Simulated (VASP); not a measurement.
# Cs (Immm) in VASP: notebook

Cs is run at these levels: LDA; tasks: single point.

All numbers are computed with VASP 6.6.1; they aren't measurements. Logs are shortened: lines on timing, memory, paths and dates and some standing lists are left out, and cuts for length are marked.

## (1) The cell of the first run

Symmetry: Immm, No. 71, orthorhombic system. The conventional cell has a = 5.500 Å, b = 5.748 Å, c = 8.194 Å, α = 90.00°, β = 90.00°, γ = 90.00°.

## (2) Single point, LDA (strain +0.0450 x Voigt [0, 1, 0, 0, 0, 0])

Contents of INCAR:

```
SYSTEM = Cs
PREC = Accurate
ENCUT = 520
EDIFF = 1E-7
ISMEAR = 0
SIGMA = 0.15
LREAL = .False.
LASPH = .True.
NELM = 100
ALGO = Normal
ISIF = 2
LWAVE = .False.
LCHARG = .True.
LELF = .True.
LVHAR = .True.
NBANDS = 10
```

Contents of KPOINTS:

```
Automatic mesh
0
Gamma
  12 12 12
  0 0 0
```

Contents of POSCAR:

```
Cs
1.0
   -2.7500754600      2.8738288557      4.0972389800
    2.7500754600     -2.8738288557      4.0972389800
    2.7500754600      2.8738288557     -4.0972389800
Cs
1
Direct
    0.0000000000      0.0000000000      0.0000000000
```

Potentials or basis: VASP PAW LDA potentials, release 64 (Cs_sv).

Started as:

```sh
$ cat potpaw_LDA.64/Cs_sv/POTCAR > POTCAR
$ mpirun -np 1 vasp_std > vasp.out
```

OUTCAR:

```text
SYSTEM = Cs
   PREC = Accurate
   ENCUT = 520
   EDIFF = 1E-7
   ISMEAR = 0
   LREAL = .False.
   LASPH = .True.
   NELM = 100
   ISIF = 2

 ion  position               nearest neighbor table
   1  0.000  0.000  0.000-

  LATTYP: Found a body centered orthorhombic cell.
 ALAT       =     5.5001509200
 B/A-ratio  =     1.0450000000
 C/A-ratio  =     1.4898642018

  Lattice vectors:

 A1 = (  -2.7500754600,   2.8738288557,   4.0972389800)
 A2 = (   2.7500754600,  -2.8738288557,   4.0972389800)
 A3 = (   2.7500754600,   2.8738288557,  -4.0972389800)

Analysis of symmetry for initial positions (statically):
=====================================================================
 Subroutine PRICEL returns:
 Original cell was already a primitive cell.

 Routine SETGRP: Setting up the symmetry group for a
 body centered orthorhombic supercell.

 Subroutine GETGRP returns: Found  8 space group operations
 (whereof  8 operations were pure point group operations)
 out of a pool of  8 trial point group operations.

The static configuration has the point symmetry D_2h.

Analysis of symmetry for dynamics (positions and initial velocities):
=====================================================================
 Subroutine PRICEL returns:
 Original cell was already a primitive cell.

 Routine SETGRP: Setting up the symmetry group for a
 body centered orthorhombic supercell.

 Subroutine GETGRP returns: Found  8 space group operations
 (whereof  8 operations were pure point group operations)
 out of a pool of  8 trial point group operations.

The dynamic configuration has the point symmetry D_2h.

 Subroutine INISYM returns: Found  8 space group operations
 (whereof  8 operations are pure point group operations),
 and found     1 'primitive' translations

----------------------------------------------------------------------------------------

                                     Primitive cell

  volume of cell :     129.5260

  direct lattice vectors                    reciprocal lattice vectors
    -2.750075460  2.873828856  4.097238980     0.000000000  0.173983917  0.122033399
     2.750075460 -2.873828856  4.097238980     0.181813193  0.000000000  0.122033399
     2.750075460  2.873828856 -4.097238980     0.181813193  0.173983917  0.000000000

  length of vectors
     5.710444342  5.710444342  5.710444342     0.212514832  0.218970746  0.251647452

  position of ions in fractional coordinates (direct lattice)
     0.000000000  0.000000000  0.000000000

  ion indices of the primitive-cell ions
   primitive index   ion index
                 1           1

----------------------------------------------------------------------------------------

 KPOINTS: Automatic mesh

Automatic generation of k-mesh.
 Grid dimensions read from file:
 generate k-points for:   12   12   12

 Generating k-lattice:

  Cartesian coordinates                     Fractional coordinates (reciprocal lattice)
     0.000000000  0.014498660  0.010169450     0.083333333  0.000000000  0.000000000
     0.015151099  0.000000000  0.010169450     0.000000000  0.083333333  0.000000000
     0.015151099  0.014498660  0.000000000     0.000000000  0.000000000  0.083333333

  Length of vectors
     0.017709569  0.018247562  0.020970621

  Shift w.r.t. Gamma in fractional coordinates (k-lattice)
     0.000000000  0.000000000  0.000000000

 Subroutine IBZKPT returns following result:
 ===========================================

 Found    280 irreducible k-points:

 Following reciprocal coordinates:
            Coordinates               Weight
  0.000000  0.000000  0.000000      1.000000
  0.083333 -0.000000  0.000000      4.000000
  0.166667 -0.000000  0.000000      4.000000
  0.250000  0.000000  0.000000      4.000000
  0.333333 -0.000000  0.000000      4.000000
  0.416667  0.000000 -0.000000      4.000000
[... 16 lines left out ...]
  0.250000  0.166667  0.000000      8.000000
  0.333333  0.166667  0.000000      8.000000
 [... further k-points ...]
   k-points           NKPTS =    280   k-points in BZ     NKDIM =    280   number of bands    NBANDS=     10
   number of dos      NEDOS =    301   number of ions     NIONS =      1
   total plane-waves  NPLWV =  74088
   dimension x,y,z NGX =    42 NGY =   42 NGZ =   42
   dimension x,y,z NGXF=    84 NGYF=   84 NGZF=   84
   ions per type =               1
   NGX,Y,Z   is equivalent  to a cutoff of  12.23, 12.23, 12.23 a.u.
   NGXF,Y,Z  is equivalent  to a cutoff of  24.45, 24.45, 24.45 a.u.
 SYSTEM =  Cs
   PREC   = accura    normal or accurate (medium, high low for compatibility)
   ISTART =      0    job   : 0-new  1-cont  2-samecut
   ICHARG =      2    charge: 1-file 2-atom 10-const
   ISPIN  =      1    spin polarized calculation?
   LNONCOLLINEAR =      F non collinear calculations
   LSORBIT =      F    spin-orbit coupling
   LASPH  =      T    aspherical Exc in radial PAW
   ENCUT  =  520.0 eV  38.22 Ry    6.18 a.u.  10.62 10.62 10.62*2*pi/ulx,y,z
   NELM   =    100;   NELMIN=  2; NELMDL= -5     # of ELM steps
   EDIFF  = 0.1E-06   stopping-criterion for ELM
   LREAL  =      F    real-space projection
   EDIFFG = 0.1E-05   stopping-criterion for IOM
   NSW    =      0    number of steps for IOM
   IBRION =     -1    ionic relax: 0-MD 1-quasi-New 2-CG
   NFREE  =      0    steps in history (QN), initial steepest desc. (CG)
   ISIF   =      2    stress and relaxation
   ISYM   =      2    0-nonsym 1-usesym 2-fastsym
   POTIM  = 0.5000    time-step for ionic-motion
   TEBEG  =    0.0;   TEEND  =   0.0 temperature during run
   PSTRESS=    0.0 pullay stress
   NELECT =       9.0000    total number of electrons
   NUPDOWN=      -1.0000    fix difference up-down
   EMIN   =  10.00;   EMAX   =-10.00  energy-range for DOS
   EFERMI =   0.00;   METHOD = LEGACY
   ISMEAR =     0;   SIGMA  =   0.15  broadening in eV -4-tet -1-fermi 0-gaus
   EFERMI_NEDOS =   21; number of points for ismear=-14 and -15
   IALGO  =     38    algorithm
   IMIX   =      4    mixing-type and parameters
     AMIX     =   0.40;   BMIX     =  1.00
     AMIX_MAG =   1.60;   BMIX_MAG =  1.00
  volume/ion in A,a.u.               =     129.53       874.08
  Fermi-wavevector in a.u.,A,eV,Ry     =   0.673034  1.271849  6.163088  0.452974
  Thomas-Fermi vector in A             =   1.749332
   LORBIT       =      0    0 simple, 1 ext, 2 COOP (PROOUT), +10 PAW based schemes
   GGA     = CA    functional components
   LHFCALC =     F    Hartree Fock is set to
   AEXX    =    0.0000 exact exchange contribution
   IVDW    =     0    specifies the selected vdW correction
   LEPSILON=     F    determine dielectric tensor
   LRPA    =     F    only Hartree local field effects (RPA)
 non-spin polarized calculation
 Gauss-broadening in eV      SIGMA  =   0.15
  energy-cutoff  :      520.00
  volume of cell :      129.53
 maximum number of plane-waves:      3513
   NGX = 21   NGY = 21   NGZ = 21

 number of electron       9.0000000 magnetization

 Free energy of the ion-electron system (eV)
  ---------------------------------------------------
  ext. energy  EPLUGINS =         0.00000000
  ---------------------------------------------------
  free energy    TOTEN  =        -0.94303423 eV

  energy without entropy =       -0.92879553  energy(sigma->0) =       -0.93591488

 E-fermi :   0.0092     XC(G=0):  -5.2451

 val. band max:       -0.0002785639   @ k =  -0.1667   0.4167   0.0833
 cond. band min:       0.0242383483   @ k =  -0.3333   0.3333   0.1667
 fundamental gap:      0.0245169122
 Fermi energy:         0.0091666777

 k-point     1 :       0.0000    0.0000    0.0000
  band No.  band energies     occupation
      1     -23.8860      2.00000
      2     -10.6400      2.00000
      3     -10.6372      2.00000
      4     -10.6318      2.00000
      5      -1.5484      2.00000
      6       2.2494      0.00000
      7       2.2601      0.00000
      8       2.4854      0.00000
      9       3.2007      0.00000
     10       3.3732      0.00000

 k-point     2 :       0.0833   -0.0000    0.0000
  band No.  band energies     occupation
      1     -23.8858      2.00000
      2     -10.6452      2.00000
      3     -10.6387      2.00000
      4     -10.6325      2.00000
      5      -1.4853      2.00000
      6       2.1389      0.00000
      7       2.2790      0.00000
      8       2.5159      0.00000
      9       3.1571      0.00000
     10       3.3263      0.00000

 k-point     3 :       0.1667   -0.0000    0.0000
  band No.  band energies     occupation
      1     -23.8853      2.00000
      2     -10.6610      2.00000
      3     -10.6411      2.00000
      4     -10.6346      2.00000
      5      -1.3013      2.00000
      6       1.8697      0.00000
      7       2.3136      0.00000
      8       2.5760      0.00000
      9       3.1070      0.00000
     10       3.2568      0.00000

 k-point     4 :       0.2500    0.0000    0.0000
  band No.  band energies     occupation
      1     -23.8845      2.00000
      2     -10.6826      2.00000
      3     -10.6441      2.00000
      4     -10.6373      2.00000
      5      -1.0124      2.00000
      6       1.5460      0.00000
      7       2.2880      0.00000
      8       2.5752      0.00000
      9       3.1953      0.00000
     10       3.3199      0.00000

 k-point     5 :       0.3333   -0.0000    0.0000
  band No.  band energies     occupation
      1     -23.8837      2.00000
      2     -10.7039      2.00000
      3     -10.6470      2.00000
      4     -10.6400      2.00000
      5      -0.6491      2.00000
      6       1.2117      0.00000
      7       2.2060      0.00000
      8       2.4991      0.00000
      9       3.4478      0.00000
     10       3.5568      0.00000

 k-point     6 :       0.4167    0.0000   -0.0000
  band No.  band energies     occupation
      1     -23.8832      2.00000
      2     -10.7193      2.00000
      3     -10.6491      2.00000
      4     -10.6420      2.00000
      5      -0.2718      1.99192
      6       0.8882      0.00000
      7       2.1323      0.00000
      8       2.4257      0.00000
      9       3.7618      0.00000
     10       3.8505      0.00000
[... 183 lines left out ...]
 k-point    21 :       0.0833    0.1667    0.0000
  band No.  band energies     occupation
      1     -23.8847      2.00000
      2     -10.6674      2.00000
      3     -10.6475      2.00000
      4     -10.6408      2.00000
      5      -1.1453      2.00000
      6       1.8220      0.00000
      7       2.3106      0.00000
      8       2.5191      0.00000
      9       2.8852      0.00000
     10       3.3233      0.00000

 k-point    22 :       0.1667    0.1667    0.0000
  band No.  band energies     occupation
      1     -23.8840      2.00000
      2     -10.6804      2.00000
      3     -10.6548      2.00000
      4     -10.6427      2.00000
      5      -0.8967      2.00000
      6       1.6242      0.00000
      7       2.1267      0.00000
      8       2.6772      0.00000
      9       2.7104      0.00000
     10       3.5698      0.00000

 k-point    23 :       0.2500    0.1667    0.0000
  band No.  band energies     occupation
      1     -23.8833      2.00000
      2     -10.6958      2.00000
      3     -10.6607      2.00000
      4     -10.6459      2.00000
      5      -0.5589      2.00000
      6       1.3700      0.00000
      7       1.9498      0.00000
      8       2.5267      0.00000
      9       2.9779      0.00000
     10       3.8850      0.00000

 k-point    24 :       0.3333    0.1667    0.0000
  band No.  band energies     occupation
      1     -23.8828      2.00000
      2     -10.7092      2.00000
      3     -10.6638      2.00000
      4     -10.6495      2.00000
      5      -0.1711      1.91074
      6       1.0532      0.00000
      7       1.8714      0.00000
      8       2.4230      0.00000
      9       3.3298      0.00000
     10       3.8569      0.00000

 [... further k-points ...]

------------------------ aborting loop because EDIFF is reached ----------------------------------------

  FORCE on cell =-STRESS in cart. coord.  units (eV):
  Direction    XX          YY          ZZ          XY          YZ          ZX
  --------------------------------------------------------------------------------------
  -------------------------------------------------------------------------------------
  Total       -0.3276509     -0.3849123     -0.3709819      0.0000000      0.0000000      0.0000000
  in kB       -4.0528935     -4.7611902     -4.5888778      0.0000000      0.0000000      0.0000000
  external PRESSURE =      -4.4676538 kB  Pullay stress =       0.0000000 kB

 VOLUME and BASIS-vectors are now :
 -----------------------------------------------------------------------------
  energy-cutoff  :      520.00
  volume of cell :      129.53
      direct lattice vectors                 reciprocal lattice vectors
    -2.750075460  2.873828856  4.097238980     0.000000000  0.173983917  0.122033399
     2.750075460 -2.873828856  4.097238980     0.181813193  0.000000000  0.122033399
     2.750075460  2.873828856 -4.097238980     0.181813193  0.173983917  0.000000000

 POSITION                                       TOTAL-FORCE (eV/Angst)
 -----------------------------------------------------------------------------------
      0.00000      0.00000      0.00000        -0.000000     -0.000000     -0.000000
 -----------------------------------------------------------------------------------
    total drift:                               -0.000000      0.000000     -0.000000

  FREE ENERGIE OF THE ION-ELECTRON SYSTEM (eV)
  ---------------------------------------------------
  free  energy   TOTEN  =        -0.9430342254 eV

  energy  without entropy=       -0.9287955269  energy(sigma->0) =       -0.93591488
```

Wall time 3.3 min (1 thread of Intel Xeon 6975P-C (Granite Rapids), shared host); peak memory 0.45 GiB.

Results:

```yaml
Free_energy: -0.9430 eV
Pressure: -0.4 GPa
Band_gap_on_the_k_mesh: zero (an odd number of electrons rules out a gap without spin polarisation)
```

Levels at points of the mesh, in eV from the Fermi level:
```csv
k point,band 1,band 2,band 3,band 4,band 5,band 6,band 7,band 8,band 9,band 10
"(0.00, 0.00, 0.00)",-23.90,-10.65,-10.65,-10.64,-1.56,2.24,2.25,2.48,3.19,3.36
"(0.50, 0.00, 0.00)",-23.89,-10.73,-10.66,-10.65,-0.07,0.69,2.10,2.39,3.90,3.99
"(0.00, 0.50, 0.00)",-23.89,-10.74,-10.66,-10.66,0.02,0.79,2.16,2.20,3.88,3.90
"(0.50, 0.50, 0.00)",-23.89,-10.73,-10.68,-10.68,0.38,1.07,1.36,3.63,3.63,3.68
"(0.50, 0.50, 0.50)",-23.89,-10.73,-10.68,-10.67,0.31,1.11,1.22,3.58,3.67,4.00
```

Caveat: the cell differs from its parent crystal (strain +0.0450 x Voigt [0, 1, 0, 0, 0, 0]); spin-orbit coupling is left out, which moves the levels of the heavy elements.

## (3) Single point, LDA (strain -0.0600 x Voigt [0, 1, 0, 0, 0, 0])

Contents of INCAR:

```
SYSTEM = Cs
PREC = Accurate
ENCUT = 520
EDIFF = 1E-6
ISMEAR = 0
SIGMA = 0.15
LREAL = .False.
LASPH = .True.
NELM = 100
ALGO = Normal
ISIF = 2
LWAVE = .False.
LCHARG = .False.
GGA = CA
NBANDS = 10
```

Contents of KPOINTS:

```
regular mesh
0
Gamma
  12 12 12
  0 0 0
```

Contents of POSCAR:

```
Cs
1.0
   -2.7500754600      2.5850709324      4.0972389800
    2.7500754600     -2.5850709324      4.0972389800
    2.7500754600      2.5850709324     -4.0972389800
Cs
1
Direct
    0.0000000000      0.0000000000      0.0000000000
```

Potentials or basis: VASP PAW LDA potentials, release 64 (Cs_sv).

Started as:

```sh
$ cat potpaw_LDA.64/Cs_sv/POTCAR > POTCAR
$ mpirun -np 1 vasp_std > vasp.out
```

Run time: 2.7 min. Hardware: 1 thread of Intel Xeon 6975P-C (Granite Rapids), shared host; peak memory 0.43 GiB.

The run converged. Its results:

```yaml
Free_energy: -0.9732 eV
Pressure: -0.3 GPa
Band_gap_on_the_k_mesh: zero (an odd number of electrons rules out a gap without spin polarisation)
```

Stress tensor (GPa, compression positive):
```
-0.40  0.00  0.00
 0.00 -0.25  0.00
 0.00  0.00 -0.39
```

Levels at points of the mesh, in eV from the Fermi level:
| k point | band 3 | band 4 | band 5 | band 6 | band 7 | band 8 |
| --- | --- | --- | --- | --- | --- | --- |
| (0.00, 0.00, 0.00) | -10.57 | -10.56 | -1.67 | 2.18 | 2.31 | 2.69 |
| (0.50, 0.00, 0.00) | -10.60 | -10.58 | 0.01 | 0.91 | 2.15 | 2.26 |
| (0.00, 0.50, 0.00) | -10.59 | -10.57 | -0.11 | 0.75 | 1.99 | 2.64 |
| (0.50, 0.50, 0.00) | -10.63 | -10.61 | 0.35 | 1.00 | 1.61 | 3.78 |
| (0.50, 0.50, 0.50) | -10.61 | -10.59 | 0.17 | 1.11 | 1.18 | 3.94 |

Caveat: the cell differs from its parent crystal (strain -0.0600 x Voigt [0, 1, 0, 0, 0, 0]); spin-orbit coupling is left out, which moves the levels of the heavy elements.
